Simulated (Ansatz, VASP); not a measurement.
## One calculation of MoI3, two programs

```
Mo I
1.0
     5.70646    0.00000    0.00000
     0.00000    5.70646    0.00000
     0.00000    0.00000    5.70646
Mo I
1 3
Direct
  0.00000 0.00000 0.00000
  0.50000 0.00000 0.00000
  0.00000 0.00000 0.50000
  0.00000 0.50000 0.00000
```

Alike in both runs: task single point; functional PBE; k mesh 6 × 6 × 6; occupations gaussian, width 0.05 eV; collinear spin; Hubbard terms Mo d U = 4.4 eV.

```csv
,VASP,Ansatz
version,VASP 6.6.1,Ansatz 0.2.0
potentials or method,"VASP PAW PBE potentials, release 64 (Mo_sv, I), cutoff 520 eV","scalar-relativistic, plane waves, PAW"
valence electrons in the cell,35,65
```

```tsv
	VASP	Ansatz	Ansatz less VASP
gap on the k mesh at the Fermi level (eV)	none	none	-
pressure (GPa)	0.5	1.3	+0.79
net moment per atom (μB)	0.79	0.80	+0.010
size of the moment on the site where the two differ most (μB)	2.79	3.01	+0.222
```

Site moments also hang on the region over which each program counts them. The programs project onto different local orbitals, so the same U acts differently, and such runs can settle in different states. A gap of «none» marks a metal or a gap that the smearing closes. VASP's potentials hold 35 valence electrons a cell and Ansatz's 65, so a difference there can come from the potentials and not from the codes. Ansatz's warnings: filled band counts differ across k points.

Neither program's run includes spin-orbit coupling.
